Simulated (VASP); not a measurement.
A run of VASP 6.6.1 is set up as follows.

Contents of INCAR:

```
SYSTEM = La2SnO
  PREC = Accurate
  ENCUT = 520
  EDIFF = 1E-7
  ISMEAR = 0
  SIGMA = 0.1
  LREAL = .False.
  LASPH = .True.
  NELM = 100
  ALGO = Normal
  ISIF = 2
  LWAVE = .False.
  LCHARG = .True.
  GGA = PE
  LELF = .True.
  LVHAR = .True.
  NBANDS = 52
```

File KPOINTS:

```
regular mesh
0
Gamma
  6 6 6
  0 0 0
```

Contents of POSCAR:

```
La2SnO
1.0
   -4.0834031662      4.0834031662      3.2485262838
    4.0834031662     -4.0834031662      3.2485262838
    4.0834031662      4.0834031662     -3.2485262838
La Sn O
4 2 2
Direct
    0.1515428522      0.6515428522      0.8030857044
    0.8484571478      0.3484571478      0.1969142956
    0.3484571478      0.1515428522      0.5000000000
    0.6515428522      0.8484571478      0.5000000000
    0.2500000000      0.2500000000      0.0000000000
    0.7500000000      0.7500000000      0.0000000000
    0.2500000000      0.7500000000      0.5000000000
    0.7500000000      0.2500000000      0.5000000000
```

Potentials or basis: VASP PAW PBE potentials, release 64 (La, Sn_d, O).

Run with:

```console
$ cat potpaw_PBE.64/La/POTCAR potpaw_PBE.64/Sn_d/POTCAR potpaw_PBE.64/O/POTCAR > POTCAR
$ mpirun -np 1 vasp_std > vasp.out
```

(1) What does it give for the pressure?

(2) What does it give for the band gap on the k mesh?

(3) Predict the largest force.

Results:

(1) -0.2 GPa.

(2) zero (bands 42 and 43 overlap by 0.15 eV).

(3) 0.009 eV/Å.

Caveat: spin-orbit coupling is left out, which moves the levels of the heavy elements.
